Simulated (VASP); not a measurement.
# KZn3 (Pm-3n) in VASP: single point with HSE06

Aim: the single point of KZn3 with HSE06.

Everything below comes from runs of VASP 6.6.1. Logs are shortened: lines on timing, memory, paths and dates and some standing lists are left out, and cuts for length are marked.

### 1 The cell of the first run

The structure is cubic, space group Pm-3n (No. 223). The conventional cell has a = 5.102 Å, b = 5.102 Å, c = 5.102 Å, α = 90.00°, β = 90.00°, γ = 90.00°. K (site symmetry m-3) has 12 Zn at 2.85 Å within 3.8 Å. Within 3.4 Å of Zn (site symmetry -4m2) lie 10 Zn at 2.55 to 3.12 Å and 4 K at 2.85 Å.

### 2 Single point, HSE06

Input file POSCAR:

```
KZn3
1.0
    5.1016210000      0.0000000000      0.0000000000
    0.0000000000      5.1016210000      0.0000000000
    0.0000000000      0.0000000000      5.1016210000
K Zn
2 6
Direct
    0.0000000000      0.0000000000      0.0000000000
    0.5000000000      0.5000000000      0.5000000000
    0.2500000000      0.0000000000      0.5000000000
    0.5000000000      0.7500000000      0.0000000000
    0.7500000000      0.0000000000      0.5000000000
    0.5000000000      0.2500000000      0.0000000000
    0.0000000000      0.5000000000      0.7500000000
    0.0000000000      0.5000000000      0.2500000000
```

Input file INCAR.step1:

```
PREC = Accurate
ENCUT = 400
EDIFF = 1E-5
ISMEAR = -1
SIGMA = 0.0695
LREAL = F
LASPH = T
NELM = 120
ALGO = Normal
ISIF = 2
LWAVE = T
NBANDS = 55
GGA = PE
GGA_COMPAT = F
```

Input file INCAR.step2:

```
PREC = Accurate
ENCUT = 400
EDIFF = 1E-6
ISMEAR = -1
SIGMA = 0.0695
LREAL = F
LASPH = T
NELM = 120
ALGO = Normal
ISIF = 2
LWAVE = F
LCHARG = T
GGA = PE
LHFCALC = T
HFSCREEN = 0.2079
PRECFOCK = Normal
LELF = T
LVHAR = T
NBANDS = 55
ISTART = 1
GGA_COMPAT = F
```

Input file KPOINTS:

```
regular mesh
0
Gamma
  2 2 2
```

Potentials or basis: VASP PAW PBE potentials, release 64 (K_sv, Zn).

On the command line:

```
$ cat potpaw_PBE.64/K_sv/POTCAR potpaw_PBE.64/Zn/POTCAR > POTCAR
$ cp INCAR.step1 INCAR
$ mpirun -np 1 vasp_std > vasp.out
$ cp INCAR.step2 INCAR
$ mpirun -np 1 vasp_std > vasp.out
```

OUTCAR:

```text
PREC = Accurate
   ENCUT = 400
   EDIFF = 1E-6
   ISMEAR = -1
   LREAL = F
   LASPH = T
   NELM = 120
   ISIF = 2
   GGA = PE
   LHFCALC = T
   HFSCREEN = 0.2079
   PRECFOCK = Normal
   ISTART = 1

 ion  position               nearest neighbor table
   1  0.000  0.000  0.000-   3 2.85   4 2.85   5 2.85   6 2.85   7 2.85   8 2.85   3 2.85   5 2.85
                             7 2.85   8 2.85   4 2.85   6 2.85
   2  0.500  0.500  0.500-   3 2.85   4 2.85   5 2.85   6 2.85   7 2.85   8 2.85   4 2.85   6 2.85
                             3 2.85   5 2.85   7 2.85   8 2.85
   3  0.250  0.000  0.500-   5 2.55   5 2.55   1 2.85   1 2.85   2 2.85   2 2.85
   4  0.500  0.750  0.000-   6 2.55   6 2.55   1 2.85   2 2.85   2 2.85   1 2.85
   5  0.750  0.000  0.500-   3 2.55   3 2.55   1 2.85   1 2.85   2 2.85   2 2.85
   6  0.500  0.250  0.000-   4 2.55   4 2.55   1 2.85   2 2.85   2 2.85   1 2.85
   7  0.000  0.500  0.750-   8 2.55   8 2.55   1 2.85   2 2.85   1 2.85   2 2.85
   8  0.000  0.500  0.250-   7 2.55   7 2.55   1 2.85   2 2.85   1 2.85   2 2.85

  LATTYP: Found a simple cubic cell.
 ALAT       =     5.1016210000

  Lattice vectors:

 A1 = (   5.1016210000,   0.0000000000,   0.0000000000)
 A2 = (   0.0000000000,   5.1016210000,   0.0000000000)
 A3 = (   0.0000000000,   0.0000000000,   5.1016210000)

Analysis of symmetry for initial positions (statically):
=====================================================================
 Subroutine PRICEL returns:
 Original cell was already a primitive cell.

 Routine SETGRP: Setting up the symmetry group for a
 simple cubic supercell.

 Subroutine GETGRP returns: Found 48 space group operations
 (whereof 24 operations were pure point group operations)
 out of a pool of 48 trial point group operations.

The static configuration has the point symmetry T_h .
 The point group associated with its full space group is O_h .

Analysis of symmetry for dynamics (positions and initial velocities):
=====================================================================
 Subroutine PRICEL returns:
 Original cell was already a primitive cell.

 Routine SETGRP: Setting up the symmetry group for a
 simple cubic supercell.

 Subroutine GETGRP returns: Found 48 space group operations
 (whereof 24 operations were pure point group operations)
 out of a pool of 48 trial point group operations.

The dynamic configuration has the point symmetry T_h .
 The point group associated with its full space group is O_h .

 Subroutine INISYM returns: Found 48 space group operations
 (whereof 24 operations are pure point group operations),
 and found     1 'primitive' translations

----------------------------------------------------------------------------------------

                                     Primitive cell

  volume of cell :     132.7775

  direct lattice vectors                    reciprocal lattice vectors
     5.101621000  0.000000000  0.000000000     0.196016129  0.000000000  0.000000000
     0.000000000  5.101621000  0.000000000     0.000000000  0.196016129  0.000000000
     0.000000000  0.000000000  5.101621000     0.000000000  0.000000000  0.196016129

  length of vectors
     5.101621000  5.101621000  5.101621000     0.196016129  0.196016129  0.196016129

  position of ions in fractional coordinates (direct lattice)
     0.000000000  0.000000000  0.000000000
     0.500000000  0.500000000  0.500000000
     0.250000000  0.000000000  0.500000000
     0.500000000  0.750000000  0.000000000
     0.750000000  0.000000000  0.500000000
     0.500000000  0.250000000  0.000000000
     0.000000000  0.500000000  0.750000000
     0.000000000  0.500000000  0.250000000

  ion indices of the primitive-cell ions
   primitive index   ion index
                 1           1
                 2           2
                 3           3
                 4           4
                 5           5
                 6           6
                 7           7
                 8           8

----------------------------------------------------------------------------------------

 KPOINTS: regular mesh

Automatic generation of k-mesh.
 Grid dimensions read from file:
 generate k-points for:    2    2    2

 Generating k-lattice:

  Cartesian coordinates                     Fractional coordinates (reciprocal lattice)
     0.098008064  0.000000000  0.000000000     0.500000000  0.000000000  0.000000000
     0.000000000  0.098008064  0.000000000     0.000000000  0.500000000  0.000000000
     0.000000000  0.000000000  0.098008064     0.000000000  0.000000000  0.500000000

  Length of vectors
     0.098008064  0.098008064  0.098008064

  Shift w.r.t. Gamma in fractional coordinates (k-lattice)
     0.000000000  0.000000000  0.000000000

 Subroutine IBZKPT returns following result:
 ===========================================

 Found      4 irreducible k-points:

 Following reciprocal coordinates:
            Coordinates               Weight
  0.000000  0.000000  0.000000      1.000000
  0.500000  0.000000  0.000000      3.000000
  0.500000  0.500000  0.000000      3.000000
  0.500000  0.500000  0.500000      1.000000
   k-points           NKPTS =      4   k-points in BZ     NKDIM =      8   number of bands    NBANDS=     55
   number of dos      NEDOS =    301   number of ions     NIONS =      8
   total plane-waves  NPLWV =  46656
   dimension x,y,z NGX =    36 NGY =   36 NGZ =   36
   dimension x,y,z NGXF=    72 NGYF=   72 NGZF=   72
   ions per type =               2   6
   NGX,Y,Z   is equivalent  to a cutoff of  11.73, 11.73, 11.73 a.u.
   NGXF,Y,Z  is equivalent  to a cutoff of  23.46, 23.46, 23.46 a.u.
 SYSTEM =  unknown system
   PREC   = accura    normal or accurate (medium, high low for compatibility)
   ISTART =      1    job   : 0-new  1-cont  2-samecut
   ICHARG =      0    charge: 1-file 2-atom 10-const
   ISPIN  =      1    spin polarized calculation?
   LNONCOLLINEAR =      F non collinear calculations
   LSORBIT =      F    spin-orbit coupling
   LASPH  =      T    aspherical Exc in radial PAW
   ENCUT  =  400.0 eV  29.40 Ry    5.42 a.u.   8.32  8.32  8.32*2*pi/ulx,y,z
   NELM   =    120;   NELMIN=  2; NELMDL=  0     # of ELM steps
   EDIFF  = 0.1E-05   stopping-criterion for ELM
   LREAL  =      F    real-space projection
   EDIFFG = 0.1E-04   stopping-criterion for IOM
   NSW    =      0    number of steps for IOM
   IBRION =     -1    ionic relax: 0-MD 1-quasi-New 2-CG
   NFREE  =      0    steps in history (QN), initial steepest desc. (CG)
   ISIF   =      2    stress and relaxation
   ISYM   =      3    0-nonsym 1-usesym 2-fastsym
   POTIM  = 0.5000    time-step for ionic-motion
   TEBEG  =    0.0;   TEEND  =   0.0 temperature during run
   PSTRESS=    0.0 pullay stress
   NELECT =      90.0000    total number of electrons
   NUPDOWN=      -1.0000    fix difference up-down
   EMIN   =  10.00;   EMAX   =-10.00  energy-range for DOS
   EFERMI =   0.00;   METHOD = LEGACY
   ISMEAR =    -1;   SIGMA  =   0.07  broadening in eV -4-tet -1-fermi 0-gaus
   EFERMI_NEDOS =   21; number of points for ismear=-14 and -15
   IALGO  =     38    algorithm
   IMIX   =      1    mixing-type and parameters
     AMIX     =   0.40;   BMIX     =  1.00
     AMIX_MAG =   1.60;   BMIX_MAG =  1.00
  volume/ion in A,a.u.               =      16.60       112.00
  Fermi-wavevector in a.u.,A,eV,Ry     =   1.438073  2.717563 28.137566  2.068053
  Thomas-Fermi vector in A             =   2.557080
   LORBIT       =      0    0 simple, 1 ext, 2 COOP (PROOUT), +10 PAW based schemes
   GGA     = PE    functional components
   LHFCALC =     T    Hartree Fock is set to
   PRECFOCK=normal    Normal, Fast or Accurate (Low or Medium for compatibility)
   ENCUT4O =  -1.0   cutoff for four orbital integrals eV
   NKREDX  =     1    reduce k-point grid by
   NKREDY  =     1    reduce k-point grid by
   NKREDZ  =     1    reduce k-point grid by
   AEXX    =    0.2500 exact exchange contribution
   HFSCREEN=    0.2079 screening length (either q_TF or 0.3 A-1)
   HFSCREENC=   0.2079 screening length for correlation (either q_TF or 0.3 A-1)
   ENCUTFOCK=  -1.0 apply spherical cutoff to Coloumb kernel
   IVDW    =     0    specifies the selected vdW correction
   LEPSILON=     F    determine dielectric tensor
   LRPA    =     F    only Hartree local field effects (RPA)
 non-spin polarized calculation
  energy-cutoff  :      400.00
  volume of cell :      132.78
 maximum number of plane-waves:      2469
 NGX is ok and might be reduce to    36
  NGX = 28; NGY = 28; NGZ = 28

 number of electron      90.0000127 magnetization

 Free energy of the ion-electron system (eV)
  ---------------------------------------------------
  ext. energy  EPLUGINS =         0.00000000
  ---------------------------------------------------
  free energy    TOTEN  =        -2.66857086 eV

  energy without entropy =       -2.56047029  energy(sigma->0) =       -2.61452058

 E-fermi :   2.7112     XC(G=0):  -9.0614

 val. band max:        2.6992094662   @ k =   0.5000   0.5000   0.0000
 cond. band min:       3.1815071285   @ k =   0.5000   0.5000   0.0000
 fundamental gap:      0.4822976622
 Fermi energy:         2.7111867298

 k-point     1 :       0.0000    0.0000    0.0000
  band No.  band energies     occupation
      1     -30.3206      2.00000
      2     -30.2938      2.00000
      3     -12.9033      2.00000
      4     -12.9033      2.00000
      5     -12.9033      2.00000
      6     -12.7491      2.00000
[... 47 lines left out ...]
     54       8.9663      0.00000
     55       8.9663      0.00000

 k-point     2 :       0.5000    0.0000    0.0000
  band No.  band energies     occupation
      1     -30.3054      2.00000
      2     -30.3054      2.00000
      3     -12.9283      2.00000
      4     -12.9283      2.00000
      5     -12.8243      2.00000
      6     -12.8242      2.00000
[... 47 lines left out ...]
     54       9.2262      0.00000
     55       9.4903      0.00000

 k-point     3 :       0.5000    0.5000    0.0000
  band No.  band energies     occupation
      1     -30.3035      2.00000
      2     -30.3035      2.00000
      3     -13.0605      2.00000
      4     -13.0442      2.00000
      5     -12.7997      2.00000
      6     -12.7996      2.00000
[... 47 lines left out ...]
     54       9.7423      0.00000
     55       9.7423      0.00000

 k-point     4 :       0.5000    0.5000    0.5000
  band No.  band energies     occupation
      1     -30.3015      2.00000
      2     -30.3015      2.00000
      3     -12.8833      2.00000
      4     -12.8833      2.00000
      5     -12.8833      2.00000
      6     -12.8833      2.00000
[... 47 lines left out ...]
     54       9.1398      0.00000
     55       9.1398      0.00000

------------------------ aborting loop because EDIFF is reached ----------------------------------------

  FORCE on cell =-STRESS in cart. coord.  units (eV):
  Direction    XX          YY          ZZ          XY          YZ          ZX
  --------------------------------------------------------------------------------------
  -------------------------------------------------------------------------------------
  Total       14.2635829     14.2635829     14.2635829      0.0000000      0.0000000     -0.0000000
  in kB      172.1133822    172.1133822    172.1133822      0.0000000      0.0000000     -0.0000000
  external PRESSURE =     172.1133822 kB  Pullay stress =       0.0000000 kB

 VOLUME and BASIS-vectors are now :
 -----------------------------------------------------------------------------
  energy-cutoff  :      400.00
  volume of cell :      132.78
      direct lattice vectors                 reciprocal lattice vectors
     5.101621000  0.000000000  0.000000000     0.196016129  0.000000000  0.000000000
     0.000000000  5.101621000  0.000000000     0.000000000  0.196016129  0.000000000
     0.000000000  0.000000000  5.101621000     0.000000000  0.000000000  0.196016129

 POSITION                                       TOTAL-FORCE (eV/Angst)
 -----------------------------------------------------------------------------------
      0.00000      0.00000      0.00000        -0.000000     -0.000000      0.000000
      2.55081      2.55081      2.55081        -0.000000     -0.000000      0.000000
      1.27541      0.00000      2.55081         0.000000     -0.000000      0.000000
      2.55081      3.82622      0.00000        -0.000000      0.000000      0.000000
      3.82622      0.00000      2.55081         0.000000     -0.000000      0.000000
      2.55081      1.27541      0.00000        -0.000000     -0.000000      0.000000
      0.00000      2.55081      3.82622        -0.000000      0.000000      0.000000
      0.00000      2.55081      1.27541        -0.000000     -0.000000     -0.000000
 -----------------------------------------------------------------------------------
    total drift:                               -0.000014     -0.000025     -0.000012

  FREE ENERGIE OF THE ION-ELECTRON SYSTEM (eV)
  ---------------------------------------------------
  free  energy   TOTEN  =        -2.6685708629 eV

  energy  without entropy=       -2.5604702912  energy(sigma->0) =       -2.61452058
```

It took 21 min on 1 thread of AMD EPYC 7R43 (Zen 3), shared host; peak memory 0.33 GiB.

What came out:

- Free energy: -2.6686 eV
- Pressure: 17.2 GPa
- Band gap on the k mesh: zero (bands 45 and 46 overlap by 2.03 eV)

Caveat: the k points lie up to 0.62 Å⁻¹ apart, too coarse for converged energies and pressures of a metal; the PAW data sets were made with another functional, which shifts forces and pressure a little.
